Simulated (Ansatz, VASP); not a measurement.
Given: the input of a run of Ansatz 0.2.0 on K.

Contents of input.yaml:

```yaml
crystal:
  lattice:
    - [4.8250663128, 0.0, 0.0]
    - [-2.4125331564, 4.1786300018, 0.0]
    - [0.0, 0.0, 7.9330090745]
  atoms:
    - { symbol: K, position: [0.6666666667, 0.3333333333, 0.75] }
    - { symbol: K, position: [0.3333333333, 0.6666666667, 0.25] }
hamiltonian:
  xc: pbe
  pseudopotentials: { kind: paw }
kpoints:
  mp_grid: { grid: [7, 7, 4] }
scf:
  occupations: { method: fermi_dirac, width: 0.05 }
output:
  forces: true
  stress: true
  eigenvalues: true
```

Potentials or basis: Ansatz PAW.

Launch:

```sh
$ ansatz run input.yaml --threads 2 --pin off --max-ram 5120MiB --backend cpu --events-out ev --progress --plain --runs-dir out
```

Set up the same calculation for VASP 6.6.1. Potentials there: VASP PAW PBE potentials, release 64 (K_sv).

As run (the cutoff follows the program's own potentials):

File INCAR:

```
PREC = Accurate ; ENCUT = 520
EDIFF = 1E-6 ; ISMEAR = -1
SIGMA = 0.05 ; LREAL = F
LASPH = T ; NELM = 60
ALGO = Normal ; ISIF = 2
LWAVE = F ; LCHARG = F
GGA = PE ; NBANDS = 16
```

File KPOINTS:

```
Automatic mesh
0
Gamma
  7 7 4
```

File POSCAR:

```
K
1.0
    4.8250663128      0.0000000000      0.0000000000
   -2.4125331564      4.1786300018      0.0000000000
    0.0000000000      0.0000000000      7.9330090745
K
2
Direct
    0.6666666667      0.3333333333      0.7500000000
    0.3333333333      0.6666666667      0.2500000000
```

Potentials or basis: VASP PAW PBE potentials, release 64 (K_sv).

Launch:

```sh
$ cat potpaw_PBE.64/K_sv/POTCAR > POTCAR
$ mpirun -np 1 vasp_std > vasp.out
```

Both were run:

|  | VASP | Ansatz | Ansatz less VASP |
| --- | --- | --- | --- |
| gap on the k mesh at the Fermi level (eV) | none | none | - |
| pressure (GPa) | -0.3 | -0.2 | +0.01 |

A gap of «none» marks a metal or a gap that the smearing closes.
